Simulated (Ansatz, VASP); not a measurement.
Ca3ZrN3 in VASP and in Ansatz

```
CELL_PARAMETERS angstrom
7.94586 0.00000 0.00000
-3.97293 6.88132 0.00000
0.00000 0.00000 4.98039
ATOMIC_POSITIONS crystal
Ca 0.67391 0.81004 0.75000
Ca 0.13612 0.32609 0.75000
Ca 0.18996 0.86388 0.75000
Ca 0.32609 0.18996 0.25000
Ca 0.81004 0.13612 0.25000
Ca 0.86388 0.67391 0.25000
Zr 0.66667 0.33333 0.75000
Zr 0.33333 0.66667 0.25000
N 0.36935 0.21099 0.75000
N 0.78901 0.15835 0.75000
N 0.84165 0.63065 0.75000
N 0.15835 0.36935 0.25000
N 0.63065 0.78901 0.25000
N 0.21099 0.84165 0.25000
```

Alike in both runs: functional PBE; k mesh 6 × 6 × 6; occupations gaussian, width 0.1 eV; no spin polarisation.

Ansatz relaxed the structure, and its values are those at the end. VASP's run is a single point on that final structure, the one shown.

|  | VASP | Ansatz |
| --- | --- | --- |
| version | VASP 6.6.1 | Ansatz 0.2.0 |
| potentials or method | VASP PAW PBE potentials, release 64 (Ca_sv, Zr_sv, N), cutoff 520 eV | scalar-relativistic, plane waves, PAW |
| valence electrons in the cell | 114 | 114 |

VASP gave:

```
gap on the k mesh at the Fermi level (eV) : none
pressure (GPa)                            : 0.3
rms of the force components (eV/Å)        : 0.008
```

Question: Which values does Ansatz return?

Answer: gap on the k mesh at the Fermi level (eV): none; pressure (GPa): 0.0; rms of the force components (eV/Å): 0.002.

A gap of «none» marks a metal or a gap that the smearing closes. With one functional, cell and mesh, what is left measures potentials, basis and numerics.
